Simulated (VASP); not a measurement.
Write the native input for VASP 6.6.1 that does the following.

```
Task                   : single point
Functional             : PBEsol
Potentials or basis    : VASP PAW PBE potentials, release 64 (Ti_sv, Y_sv, N)
Cutoff                 : 520 eV
k mesh                 : 3 × 3 × 3
Occupations            : gaussian, width 0.05 eV
Spin                   : collinear spin
Starting moments       : [0.83, 0.0, 0.0, 0.0, 0.0, 0.0, 0.0, 0.0, 0.0, -0.03, -0.02, -0.03, -0.03, -0.02, -0.03, 0.0] μB
Hubbard terms          : Ti d U = 5.0 eV
Dipole correction      : no
Further INCAR settings : LREAL = Auto; ALGO = Normal; EDIFF = 1e-06; NBANDS = 82
```

The structure of Y7TiN8 lies in POSCAR:

```
Y7TiN8
1.0
    0.0000000000      4.8935000000      4.8935000000
    4.8935000000      0.0000000000      4.8935000000
    4.8935000000      4.8935000000      0.0000000000
Ti Y N
1 7 8
Direct
    0.2500000000      0.2500000000      0.2500000000
    0.2500000000      0.2500000000      0.7500000000
    0.2500000000      0.7500000000      0.2500000000
    0.2500000000      0.7500000000      0.7500000000
    0.7500000000      0.2500000000      0.2500000000
    0.7500000000      0.2500000000      0.7500000000
    0.7500000000      0.7500000000      0.2500000000
    0.7500000000      0.7500000000      0.7500000000
    1.0000000000      1.0000000000      1.0000000000
    0.0105997846      0.0105997846      0.4894002154
    0.0105997846      0.4894002154      0.0105997846
    0.0105997846      0.4894002154      0.4894002154
    0.4894002154      0.0105997846      0.0105997846
    0.4894002154      0.0105997846      0.4894002154
    0.4894002154      0.4894002154      0.0105997846
    0.5000000000      0.5000000000      0.5000000000
```

The input as run:

INCAR

```
PREC     = Accurate       # precision mode
ENCUT    = 520            # plane-wave cutoff, eV
EDIFF    = 1E-6           # SCF threshold, eV
ISMEAR   = 0              # smearing method
SIGMA    = 0.05           # smearing width, eV
LREAL    = Auto         
LASPH    = True           # aspherical terms in the spheres
NELM     = 150            # most SCF steps
ALGO     = Normal         # electronic algorithm
ISIF     = 2              # what is computed and relaxed
LWAVE    = False          # write WAVECAR
LCHARG   = False          # write CHGCAR
ISPIN    = 2              # spin polarisation
MAGMOM   = 0.83 0 0 0 0 0 0 0 0 -0.03 -0.02 -0.03 -0.03 -0.02 -0.03 0 # initial moments
LORBIT   = 11             # projections on sites
LMAXMIX  = 4              # l up to which the mixer works
LDAU     = True           # DFT+U
LDAUTYPE = 2            
LDAUL    = 2 -1 -1        # shell
LDAUU    = 5 0 0          # U, eV
LDAUJ    = 0 0 0        
LDAUPRINT= 1            
GGA      = PS             # functional
NBANDS   = 82             # bands
```

KPOINTS

```
regular mesh
0
Gamma
  3 3 3
```

Potentials or basis: VASP PAW PBE potentials, release 64 (Ti_sv, Y_sv, N).

The run is started by

```console
$ cat potpaw_PBE.64/Ti_sv/POTCAR potpaw_PBE.64/Y_sv/POTCAR potpaw_PBE.64/N/POTCAR > POTCAR
$ mpirun -np 1 vasp_std > vasp.out
```

Results of the run:

```yaml
Pressure: -11.3 GPa
Largest_force: 0.017 eV/Å
Net_moment: 0.33 μB per cell
Site_moments: Ti +0.19; Y +0.01, +0.03 (each value once); N +0.01, -0.01 (each value once) μB
Valence_electrons_inside_the_program's_atomic_spheres: Ti 9.79; Y 9.88, 9.66 (each value once); N 3.63, 3.61 (each value once)
```

Caveat: the k points lie up to 0.37 Å⁻¹ apart; the PAW data sets were made with another functional, which shifts forces and pressure a little.

Run time: 21 min on 1 thread of Intel(R) Xeon(R) Platinum 8488C (Sapphire Rapids), with other jobs on the host, peak memory 0.62 GiB.
